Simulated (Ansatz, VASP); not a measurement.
Cd2HgO3 in VASP and in Ansatz

File INCAR:

```
SYSTEM = Cd2HgO3
PREC = Accurate
ENCUT = 520
EDIFF = 1E-7
ISMEAR = 0
SIGMA = 0.2
LREAL = .False.
LASPH = .True.
NELM = 80
ALGO = Normal
ISIF = 2
LWAVE = .False.
LCHARG = .False.
GGA = PE
NBANDS = 66
```

File KPOINTS:

```
Automatic mesh
0
Gamma
  6 4 6
  0 0 0
```

File POSCAR:

```
Cd2HgO3
1.0
    0.0000000000     -3.3961642000      0.0000000000
    6.7923284000      0.0000000000      0.0000000000
   -1.6980821000      1.6980821000      7.2950453000
Cd Hg O
4 2 6
Direct
    0.8326010000      0.4163005000      0.6652020000
    0.8326010000      0.9163005000      0.6652020000
    0.1673990000      0.0836995000      0.3347980000
    0.1673990000      0.5836995000      0.3347980000
    0.5000000000      0.2500000000      0.0000000000
    0.5000000000      0.7500000000      0.0000000000
    0.0000000000      0.0000000000      0.0000000000
    0.0000000000      0.5000000000      0.0000000000
    0.6701030000      0.3350515000      0.3402060000
    0.6701030000      0.8350515000      0.3402060000
    0.3298970000      0.1649485000      0.6597940000
    0.3298970000      0.6649485000      0.6597940000
```

Input for Ansatz:

```yaml
crystal:
  lattice:
    - [0.0, -3.3961642, 0.0]
    - [6.7923284, 0.0, 0.0]
    - [-1.6980821, 1.6980821, 7.2950453]
  atoms:
    - { symbol: Cd, position: [0.832601, 0.4163005, 0.665202] }
    - { symbol: Cd, position: [0.832601, 0.9163005, 0.665202] }
    - { symbol: Cd, position: [0.167399, 0.0836995, 0.334798] }
    - { symbol: Cd, position: [0.167399, 0.5836995, 0.334798] }
    - { symbol: Hg, position: [0.5, 0.25, 0.0] }
    - { symbol: Hg, position: [0.5, 0.75, 0.0] }
    - { symbol: O, position: [0.0, 0.0, 0.0] }
    - { symbol: O, position: [0.0, 0.5, 0.0] }
    - { symbol: O, position: [0.670103, 0.3350515, 0.340206] }
    - { symbol: O, position: [0.670103, 0.8350515, 0.340206] }
    - { symbol: O, position: [0.329897, 0.1649485, 0.659794] }
    - { symbol: O, position: [0.329897, 0.6649485, 0.659794] }
basis:
  ecutwfc: 420
kpoints:
  mp_grid: { grid: [6, 4, 6] }
hamiltonian:
  xc: pbe
scf:
  occupations: { method: gaussian, width: 0.2 }
  lower_state_search: "off"
output:
  forces: true
  stress: true
  eigenvalues: true
```

Alike in both runs: task single point; functional PBE; k mesh 6 × 4 × 6; occupations gaussian, width 0.2 eV; no spin polarisation.

```csv
,VASP,Ansatz
version,VASP 6.6.1,Ansatz 0.2.0
potentials or method,"VASP PAW PBE potentials, release 64 (Cd, Hg, O), cutoff 520 eV","scalar-relativistic, plane waves, PAW"
valence electrons in the cell,108,156
```

|  | VASP | Ansatz | Ansatz less VASP |
| --- | --- | --- | --- |
| gap on the k mesh at the Fermi level (eV) | none | none | - |
| pressure (GPa) | 1.1 | 0.0 | -1.09 |
| traceless stress, the component that is largest in VASP (GPa) | 0.06 | 0.02 | -0.040 |
| rms of the force components (eV/Å) | 0.006 | 0.000 | -0.0055 |

Atom by atom the forces differ by 0.006 eV/Å (rms over components). A gap of «none» marks a metal or a gap that the smearing closes. VASP's potentials hold 108 valence electrons a cell and Ansatz's 156, so a difference there can come from the potentials and not from the codes.

Spin-orbit coupling is off throughout.
